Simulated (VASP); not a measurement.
Set up this calculation in VASP 6.6.1, as the native input.

| Item | Value |
| --- | --- |
| Task | single point |
| Functional | PBE |
| Potentials or basis | VASP PAW PBE potentials, release 64 (Ta_pv, As) |
| Cutoff | 520 eV |
| k mesh | 16 × 16 × 16 |
| Occupations | gaussian, width 0.05 eV |
| Spin | no spin polarisation |
| Dipole correction | no |
| Further INCAR settings | ALGO = Normal; EDIFF = 1e-06; NBANDS = 24 |

The structure of TaAs lies in POSCAR:

```
TaAs
1.0
   -1.7408990640      1.7408990640      5.9199896981
    1.7408990640     -1.7408990640      5.9199896981
    1.7408990640      1.7408990640     -5.9199896981
Ta As
2 2
Direct
    0.5000507318      1.0000507318      0.5000000000
    0.7500507318      0.7500507318      0.0000000000
    0.0825486882      0.5825486882      0.5000000000
    0.3325486882      0.3325486882      0.0000000000
```

This cell differs from its parent crystal: volume scaled by 1.020.

One way to write it, as run:

INCAR

```
ALGO     = Normal         # electronic algorithm
EDIFF    = 1E-6           # SCF threshold, eV
ENCUT    = 520            # plane-wave cutoff, eV
GGA      = PE             # functional
ISIF     = 2              # what is computed and relaxed
ISMEAR   = 0              # smearing method
LASPH    = True           # aspherical terms in the spheres
LCHARG   = False          # write CHGCAR
LREAL    = False          # projectors in reciprocal space
LWAVE    = False          # write WAVECAR
NBANDS   = 24             # bands
NELM     = 60             # most SCF steps
PREC     = Accurate       # precision mode
SIGMA    = 0.05           # smearing width, eV
```

KPOINTS

```
k-points
0
Gamma
  16 16 16
```

Potentials or basis: VASP PAW PBE potentials, release 64 (Ta_pv, As).

The run is started by

```sh
$ cat potpaw_PBE.64/Ta_pv/POTCAR potpaw_PBE.64/As/POTCAR > POTCAR
$ mpirun -np 1 vasp_std > vasp.out
```

It gave:

- Pressure: -2.9 GPa
- Band gap on the k mesh: zero (band 16 reaches 6.74 eV, above the bottom of band 17 at 6.67 eV)

Caveat: spin-orbit coupling is left out, which moves the levels of the heavy elements.

Run time: 10 min on 1 thread of Intel(R) Xeon(R) 6975P-C (Granite Rapids) (shared host), peak memory 0.72 GiB.
